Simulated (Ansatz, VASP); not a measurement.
# Y3TaF2: VASP beside Ansatz

The input INCAR:

```
SYSTEM = Y3TaF2
PREC = Accurate
ENCUT = 600
EDIFF = 1E-7
ISMEAR = 0
SIGMA = 0.1
LREAL = .False.
LASPH = .True.
NELM = 100
ALGO = Normal
ISIF = 3
LWAVE = .False.
LCHARG = .False.
GGA = PE
IBRION = 2
NSW = 100
EDIFFG = -0.01
```

Contents of KPOINTS:

```
regular mesh
0
Gamma
  6 6 10
  0 0 0
```

The input POSCAR:

```
Y3TaF2
1.0
    6.9832022643      0.0000000000      0.0000000000
   -3.4916011321      6.0476305606      0.0000000000
    0.0000000000      0.0000000000      3.4867437949
Y Ta F
3 1 2
Direct
    0.3617785781      0.0000000000      0.0000000000
    0.0000000000      0.3617785781      0.0000000000
    0.6382214219      0.6382214219      0.0000000000
    0.0000000000      0.0000000000      0.5000000000
    0.3333333333      0.6666666667      0.0000000000
    0.6666666667      0.3333333333      0.0000000000
```

Input for Ansatz:

```yaml
crystal:
  lattice:
    - [6.9832022643, 0.0, 0.0]
    - [-3.4916011321, 6.0476305606, 0.0]
    - [0.0, 0.0, 3.4867437949]
  atoms:
    - { symbol: "Y", position: [0.3617785781, 0.0, 0.0] }
    - { symbol: "Y", position: [0.0, 0.3617785781, 0.0] }
    - { symbol: "Y", position: [0.6382214219, 0.6382214219, 0.0] }
    - { symbol: Ta, position: [0.0, 0.0, 0.5] }
    - { symbol: F, position: [0.3333333333, 0.6666666667, 0.0] }
    - { symbol: F, position: [0.6666666667, 0.3333333333, 0.0] }
basis:
  ecutwfc: 420
kpoints:
  mp_grid: { grid: [6, 6, 10] }
hamiltonian:
  xc: pbe
scf:
  occupations: { method: gaussian, width: 0.1 }
output:
  forces: true
  stress: true
  eigenvalues: true
relax:
  adjacent_minimum: "off"
  f_tol: 0.01
  max_steps: 80
  cell: { stress_tol: 0.05 }
```

Alike in both runs: task relaxation of cell and atoms; functional PBE; k mesh 6 × 6 × 10; occupations gaussian, width 0.1 eV; no spin polarisation.

```csv
,VASP,Ansatz
version,VASP 6.6.1,Ansatz 0.2.0
potentials or method,"VASP PAW PBE potentials, release 64 (Y_sv, Ta_pv, F), cutoff 600 eV","scalar-relativistic, plane waves, PAW"
valence electrons in the cell,58,60
```

|  | VASP | Ansatz | Ansatz less VASP |
| --- | --- | --- | --- |
| gap on the k mesh at the Fermi level, each at its own relaxed structure (eV) | none | none | - |
| relaxed volume (Å³/atom) | 24.15 | 24.24 | +0.095 |
| relaxed cell length with the largest relative difference (Å) | 3.390 | 3.399 | +0.0086 |

A gap of «none» marks a metal or a gap that the smearing closes. VASP's potentials hold 58 valence electrons a cell and Ansatz's 60, so a difference there can come from the potentials and not from the codes.

Spin-orbit coupling is off throughout.
